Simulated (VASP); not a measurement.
# MgPb2N2 (P-3m1) in VASP: single point with PBEsol

Aim: the single point of MgPb2N2 with PBEsol.

Everything below comes from runs of VASP 6.6.1. Logs are shortened: lines on timing, memory, paths and dates and some standing lists are left out, and cuts for length are marked.

**1. The cell of the first run**

Symmetry: P-3m1, No. 164, trigonal system. The conventional cell has a = 3.392 Å, b = 3.392 Å, c = 9.235 Å, α = 90.00°, β = 90.00°, γ = 120.00°. Mg (site symmetry -3m) has 6 N at 2.34 Å within 3.1 Å. Pb (site symmetry 3m) has 3 N at 2.39 Å within 3.2 Å. Within 3.1 Å of N (site symmetry 3m) lie 3 Mg at 2.34 Å and 3 Pb at 2.39 Å.

**2. Single point, PBEsol**

INCAR reads:

```
PREC = Accurate ; ENCUT = 520
EDIFF = 1E-6 ; ISMEAR = 0
SIGMA = 0.05 ; LREAL = False
LASPH = True ; NELM = 100
ALGO = Normal ; ISIF = 2
LWAVE = False ; LCHARG = True
GGA = PS ; LELF = True
LVHAR = True ; NBANDS = 28
```

KPOINTS reads:

```
regular mesh
0
Gamma
  12 12 4
```

POSCAR reads:

```
MgPb2N2
1.0
    3.3917442120      0.0000000000      0.0000000000
   -1.6958721060      2.9373366507      0.0000000000
    0.0000000000      0.0000000000      9.2349600287
Mg Pb N
1 2 2
Direct
    0.0000000000      0.0000000000      0.0000000000
    0.6666666667      0.3333333333      0.2865500000
    0.3333333333      0.6666666667      0.7134500000
    0.6666666667      0.3333333333      0.8618210000
    0.3333333333      0.6666666667      0.1381790000
```

Potentials or basis: VASP PAW PBE potentials, release 64 (Mg, Pb_d, N).

On the command line:

```
cat potpaw_PBE.64/Mg/POTCAR potpaw_PBE.64/Pb_d/POTCAR potpaw_PBE.64/N/POTCAR > POTCAR
mpirun -np 1 vasp_std > vasp.out
```

OUTCAR:

```text
PREC = Accurate
   ENCUT = 520
   EDIFF = 1E-6
   ISMEAR = 0
   LREAL = False
   LASPH = True
   NELM = 100
   ISIF = 2
   GGA = PS

 ion  position               nearest neighbor table
   1  0.000  0.000  0.000-   4 2.34   5 2.34   5 2.34   4 2.34   4 2.34   5 2.34   2 3.29   3 3.29
                             3 3.29   2 3.29   3 3.29   2 3.29
   2  0.667  0.333  0.287-   5 2.39   5 2.39   5 2.39   1 3.29   1 3.29   1 3.29
   3  0.333  0.667  0.713-   4 2.39   4 2.39   4 2.39   1 3.29   1 3.29   1 3.29
   4  0.667  0.333  0.862-   1 2.34   1 2.34   1 2.34   3 2.39   3 2.39   3 2.39
   5  0.333  0.667  0.138-   1 2.34   1 2.34   1 2.34   2 2.39   2 2.39   2 2.39

  LATTYP: Found a hexagonal cell.
 ALAT       =     3.3917442120
 C/A-ratio  =     2.7227760855

  Lattice vectors:

 A1 = (   3.3917442120,   0.0000000000,   0.0000000000)
 A2 = (  -1.6958721060,   2.9373366507,   0.0000000000)
 A3 = (   0.0000000000,   0.0000000000,   9.2349600287)

Analysis of symmetry for initial positions (statically):
=====================================================================
 Subroutine PRICEL returns:
 Original cell was already a primitive cell.

 Routine SETGRP: Setting up the symmetry group for a
 hexagonal supercell.

 Subroutine GETGRP returns: Found 12 space group operations
 (whereof 12 operations were pure point group operations)
 out of a pool of 24 trial point group operations.

The static configuration has the point symmetry D_3d.

Analysis of symmetry for dynamics (positions and initial velocities):
=====================================================================
 Subroutine PRICEL returns:
 Original cell was already a primitive cell.

 Routine SETGRP: Setting up the symmetry group for a
 hexagonal supercell.

 Subroutine GETGRP returns: Found 12 space group operations
 (whereof 12 operations were pure point group operations)
 out of a pool of 24 trial point group operations.

The dynamic configuration has the point symmetry D_3d.

 Subroutine INISYM returns: Found 12 space group operations
 (whereof 12 operations are pure point group operations),
 and found     1 'primitive' translations

----------------------------------------------------------------------------------------

                                     Primitive cell

  volume of cell :      92.0051

  direct lattice vectors                    reciprocal lattice vectors
     3.391744212  0.000000000  0.000000000     0.294833554  0.170222232  0.000000000
    -1.695872106  2.937336651  0.000000000     0.000000000  0.340444463  0.000000000
     0.000000000  0.000000000  9.234960029     0.000000000  0.000000000  0.108284172

  length of vectors
     3.391744212  3.391744212  9.234960029     0.340444463  0.340444463  0.108284172

  position of ions in fractional coordinates (direct lattice)
     0.000000000  0.000000000  0.000000000
     0.666666667  0.333333333  0.286550000
     0.333333333  0.666666667  0.713450000
     0.666666667  0.333333333  0.861821000
     0.333333333  0.666666667  0.138179000

  ion indices of the primitive-cell ions
   primitive index   ion index
                 1           1
                 2           2
                 3           3
                 4           4
                 5           5

----------------------------------------------------------------------------------------

 KPOINTS: regular mesh

Automatic generation of k-mesh.
 Grid dimensions read from file:
 generate k-points for:   12   12    4

 Generating k-lattice:

  Cartesian coordinates                     Fractional coordinates (reciprocal lattice)
     0.024569463  0.014185186  0.000000000     0.083333333  0.000000000  0.000000000
     0.000000000  0.028370372  0.000000000     0.000000000  0.083333333  0.000000000
     0.000000000  0.000000000  0.027071043     0.000000000  0.000000000  0.250000000

  Length of vectors
     0.028370372  0.028370372  0.027071043

  Shift w.r.t. Gamma in fractional coordinates (k-lattice)
     0.000000000  0.000000000  0.000000000

 Subroutine IBZKPT returns following result:
 ===========================================

 Found     69 irreducible k-points:

 Following reciprocal coordinates:
            Coordinates               Weight
  0.000000  0.000000  0.000000      1.000000
  0.083333 -0.000000  0.000000      6.000000
  0.166667  0.000000  0.000000      6.000000
  0.250000 -0.000000  0.000000      6.000000
  0.333333 -0.000000  0.000000      6.000000
  0.416667  0.000000  0.000000      6.000000
[... 16 lines left out ...]
  0.166667  0.000000  0.250000      6.000000
  0.000000  0.166667  0.250000      6.000000
 [... further k-points ...]
   k-points           NKPTS =     69   k-points in BZ     NKDIM =     69   number of bands    NBANDS=     28
   number of dos      NEDOS =    301   number of ions     NIONS =      5
   total plane-waves  NPLWV =  54880
   dimension x,y,z NGX =    28 NGY =   28 NGZ =   70
   dimension x,y,z NGXF=    56 NGYF=   56 NGZF=  140
   ions per type =               1   2   2
   NGX,Y,Z   is equivalent  to a cutoff of  13.72, 13.72, 12.60 a.u.
   NGXF,Y,Z  is equivalent  to a cutoff of  27.45, 27.45, 25.20 a.u.
 SYSTEM =  unknown system
   PREC   = accura    normal or accurate (medium, high low for compatibility)
   ISTART =      0    job   : 0-new  1-cont  2-samecut
   ICHARG =      2    charge: 1-file 2-atom 10-const
   ISPIN  =      1    spin polarized calculation?
   LNONCOLLINEAR =      F non collinear calculations
   LSORBIT =      F    spin-orbit coupling
   LASPH  =      T    aspherical Exc in radial PAW
   ENCUT  =  520.0 eV  38.22 Ry    6.18 a.u.   6.31  6.31 17.17*2*pi/ulx,y,z
   NELM   =    100;   NELMIN=  2; NELMDL= -5     # of ELM steps
   EDIFF  = 0.1E-05   stopping-criterion for ELM
   LREAL  =      F    real-space projection
   EDIFFG = 0.1E-04   stopping-criterion for IOM
   NSW    =      0    number of steps for IOM
   IBRION =     -1    ionic relax: 0-MD 1-quasi-New 2-CG
   NFREE  =      0    steps in history (QN), initial steepest desc. (CG)
   ISIF   =      2    stress and relaxation
   ISYM   =      2    0-nonsym 1-usesym 2-fastsym
   POTIM  = 0.5000    time-step for ionic-motion
   TEBEG  =    0.0;   TEEND  =   0.0 temperature during run
   PSTRESS=    0.0 pullay stress
   NELECT =      40.0000    total number of electrons
   NUPDOWN=      -1.0000    fix difference up-down
   EMIN   =  10.00;   EMAX   =-10.00  energy-range for DOS
   EFERMI =   0.00;   METHOD = LEGACY
   ISMEAR =     0;   SIGMA  =   0.05  broadening in eV -4-tet -1-fermi 0-gaus
   EFERMI_NEDOS =   21; number of points for ismear=-14 and -15
   IALGO  =     38    algorithm
   IMIX   =      4    mixing-type and parameters
     AMIX     =   0.40;   BMIX     =  1.00
     AMIX_MAG =   1.60;   BMIX_MAG =  1.00
  volume/ion in A,a.u.               =      18.40       124.18
  Fermi-wavevector in a.u.,A,eV,Ry     =   1.240198  2.343634 20.926986  1.538090
  Thomas-Fermi vector in A             =   2.374649
   LORBIT       =      0    0 simple, 1 ext, 2 COOP (PROOUT), +10 PAW based schemes
   GGA     = PS    functional components
   LHFCALC =     F    Hartree Fock is set to
   AEXX    =    0.0000 exact exchange contribution
   IVDW    =     0    specifies the selected vdW correction
   LEPSILON=     F    determine dielectric tensor
   LRPA    =     F    only Hartree local field effects (RPA)
 non-spin polarized calculation
 Gauss-broadening in eV      SIGMA  =   0.05
  energy-cutoff  :      520.00
  volume of cell :       92.01
 maximum number of plane-waves:      2512
 NGX is ok and might be reduce to    28
   NGX = 13   NGY = 13   NGZ = 35

 number of electron      40.0000002 magnetization

 Free energy of the ion-electron system (eV)
  ---------------------------------------------------
  ext. energy  EPLUGINS =         0.00000000
  ---------------------------------------------------
  free energy    TOTEN  =       -26.97513965 eV

  energy without entropy =      -26.97513965  energy(sigma->0) =      -26.97513965

 E-fermi :   5.8298     XC(G=0): -10.2853

 val. band max:        5.5817942616   @ k =   0.0000   0.0000   0.0000
 cond. band min:       6.1539231667   @ k =   0.0000   0.0000   0.0000
 fundamental gap:      0.5721289051
 Fermi energy:         5.8298164755

 k-point     1 :       0.0000    0.0000    0.0000
  band No.  band energies     occupation
      1     -10.9435      2.00000
      2     -10.9435      2.00000
      3     -10.9428      2.00000
      4     -10.9428      2.00000
      5     -10.9232      2.00000
      6     -10.9180      2.00000
[... 20 lines left out ...]
     27      13.3787      0.00000
     28      14.9740      0.00000

 k-point     2 :       0.0833   -0.0000    0.0000
  band No.  band energies     occupation
      1     -10.9669      2.00000
      2     -10.9654      2.00000
      3     -10.9210      2.00000
      4     -10.9202      2.00000
      5     -10.8994      2.00000
      6     -10.8927      2.00000
[... 20 lines left out ...]
     27      13.2996      0.00000
     28      14.9645      0.00000

 k-point     3 :       0.1667    0.0000    0.0000
  band No.  band energies     occupation
      1     -11.0284      2.00000
      2     -11.0228      2.00000
      3     -10.8590      2.00000
      4     -10.8583      2.00000
      5     -10.8471      2.00000
      6     -10.8389      2.00000
[... 20 lines left out ...]
     27      13.1897      0.00000
     28      14.8322      0.00000

 k-point     4 :       0.2500   -0.0000    0.0000
  band No.  band energies     occupation
      1     -11.1155      2.00000
      2     -11.1061      2.00000
      3     -10.8586      2.00000
      4     -10.8512      2.00000
      5     -10.7742      2.00000
      6     -10.7734      2.00000
[... 578 lines left out ...]
     27      13.4590      0.00000
     28      14.5015      0.00000

 k-point    23 :       0.1667    0.0000    0.2500
  band No.  band energies     occupation
      1     -11.0284      2.00000
      2     -11.0228      2.00000
      3     -10.8591      2.00000
      4     -10.8582      2.00000
      5     -10.8468      2.00000
      6     -10.8392      2.00000
[... 20 lines left out ...]
     27      13.1834      0.00000
     28      14.2997      0.00000

 k-point    24 :       0.0000    0.1667    0.2500
  band No.  band energies     occupation
      1     -11.0273      2.00000
      2     -11.0238      2.00000
      3     -10.8591      2.00000
      4     -10.8582      2.00000
      5     -10.8487      2.00000
      6     -10.8373      2.00000
[... 20 lines left out ...]
     27      13.2328      0.00000
     28      14.2730      0.00000

 [... further k-points ...]

------------------------ aborting loop because EDIFF is reached ----------------------------------------

  FORCE on cell =-STRESS in cart. coord.  units (eV):
  Direction    XX          YY          ZZ          XY          YZ          ZX
  --------------------------------------------------------------------------------------
  -------------------------------------------------------------------------------------
  Total       -2.2012915     -2.2012915     -1.7248008      0.0000000     -0.0000000      0.0000000
  in kB      -38.3333077    -38.3333077    -30.0356961      0.0000000     -0.0000000      0.0000000
  external PRESSURE =     -35.5674372 kB  Pullay stress =       0.0000000 kB

 VOLUME and BASIS-vectors are now :
 -----------------------------------------------------------------------------
  energy-cutoff  :      520.00
  volume of cell :       92.01
      direct lattice vectors                 reciprocal lattice vectors
     3.391744212  0.000000000  0.000000000     0.294833554  0.170222232  0.000000000
    -1.695872106  2.937336651  0.000000000     0.000000000  0.340444463  0.000000000
     0.000000000  0.000000000  9.234960029     0.000000000  0.000000000  0.108284172

 POSITION                                       TOTAL-FORCE (eV/Angst)
 -----------------------------------------------------------------------------------
      0.00000      0.00000      0.00000        -0.000000      0.000000      0.000000
      1.69587      0.97911      2.64628         0.000000     -0.000000     -0.294244
     -0.00000      1.95822      6.58868        -0.000000      0.000000      0.294244
      1.69587      0.97911      7.95888        -0.000000     -0.000000     -0.178856
     -0.00000      1.95822      1.27608         0.000000      0.000000      0.178856
 -----------------------------------------------------------------------------------
    total drift:                                0.000000     -0.000000     -0.000000

  FREE ENERGIE OF THE ION-ELECTRON SYSTEM (eV)
  ---------------------------------------------------
  free  energy   TOTEN  =       -26.9751396477 eV

  energy  without entropy=      -26.9751396477  energy(sigma->0) =      -26.97513965
```

It took 4 min on 1 thread of AMD EPYC 7R43 (Zen 3), shared host; peak memory 0.29 GiB.

What came out:

- Free energy: -26.9751 eV
- Pressure: -3.6 GPa
- Largest force: 0.294 eV/Å
- Band gap on the k mesh: 0.57 eV, direct

Forces in eV/Å, atoms in the order of the input:
```
Mg   0.000  0.000  0.000
Pb   0.000  0.000 -0.294
Pb   0.000  0.000  0.294
N    0.000  0.000 -0.179
N    0.000  0.000  0.179
```

Stress tensor (GPa, compression positive):
```
-3.83  0.00  0.00
 0.00 -3.83  0.00
 0.00  0.00 -3.00
```

Levels at points of the mesh, in eV from the valence-band top:
| k point | band 16 | band 17 | band 18 | band 19 | band 20 | band 21 | band 22 | band 23 | band 24 | band 25 |
| --- | --- | --- | --- | --- | --- | --- | --- | --- | --- | --- |
| (0.00, 0.00, 0.00) | -0.98 | -0.98 | -0.65 | -0.65 | 0.00 | 0.57 | 2.70 | 7.06 | 7.70 | 7.70 |
| (0.50, 0.00, 0.00) | -3.29 | -2.44 | -2.04 | -1.58 | -1.26 | 0.89 | 1.47 | 3.95 | 4.80 | 5.80 |
| (0.00, 0.00, 0.50) | -1.22 | -0.98 | -0.98 | -0.65 | -0.65 | 1.65 | 2.48 | 6.94 | 7.56 | 7.56 |
| (0.50, 0.00, 0.50) | -3.52 | -2.44 | -2.03 | -1.60 | -1.33 | 0.64 | 2.07 | 3.34 | 5.71 | 6.06 |

Caveat: the PAW data sets were made with another functional, which shifts forces and pressure a little; spin-orbit coupling is left out, which moves the levels of the heavy elements. A k mesh can miss the band edges.
